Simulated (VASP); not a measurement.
Runs of VASP 6.6.1 on TiSi2. The structure is that of space group Cmcm (No. 63), or close to it. The cells are those of the table. 

```csv
cell,gap on the mesh (eV),pressure (GPa),largest force (eV/Å)
"a = 7.368, b = 7.368, c = 3.623 Å, angles 90.0, 90.0, 151.8°, 6 atoms",none,-8.2,0.41
"a = 7.366, b = 7.366, c = 3.577 Å, angles 90.0, 90.0, 152.1°, 6 atoms",none,-5.2,0.46
"a = 7.084, b = 7.084, c = 3.484 Å, angles 90.0, 90.0, 151.8°, 6 atoms",none,(b),0.22
"a = 7.550, b = 7.550, c = 3.575 Å, angles 90.0, 90.0, 152.9°, 6 atoms",none,-7.1,0.61
"a = 7.308, b = 7.308, c = 3.639 Å, angles 90.0, 90.0, 151.4°, 6 atoms",none,-8.5,0.34
"a = 6.914, b = 6.914, c = 3.531 Å, angles 90.0, 90.0, 150.7°, 6 atoms",none,(a),0.13
"a = 7.020, b = 7.020, c = 3.721 Å, angles 90.0, 90.0, 149.5°, 6 atoms",none,-9.4,0.07
"a = 6.907, b = 6.907, c = 3.707 Å, angles 90.0, 90.0, 149.1°, 6 atoms",none,-6.9,0.24
"a = 6.842, b = 6.842, c = 3.627 Å, angles 90.0, 90.0, 149.5°, 6 atoms",none,(c),0.32
"a = 7.181, b = 7.181, c = 3.531 Å, angles 90.0, 90.0, 151.8°, 6 atoms",none,1.0,0.30
```

Alike in all rows: task single point; level PBE; potentials or basis VASP PAW PBE potentials, release 64 (Ti_sv, Si); no spin polarisation; k mesh 12 × 12 × 12; cutoff (eV) 520; smearing gaussian 0.15 eV.

Q: Estimate the missing entries.

A: (a) 6.1; (b) 7.3; (c) -0.6.

Caveats: the stress differs along the axes, from -11 to -6 GPa (at least some runs); the stress differs along the axes, from -11 to -2 GPa (at least some runs); the stress differs along the axes, from 0 to 11 GPa (at least some runs); the stress differs along the axes, from -14 to -3 GPa (at least some runs); the cell stands under tension (at least some runs); the cell stands under pressure (at least some runs); the stress differs along the axes, from -13 to -4 GPa (at least some runs).

A gap of «none» marks levels without a gap at the run's occupations.
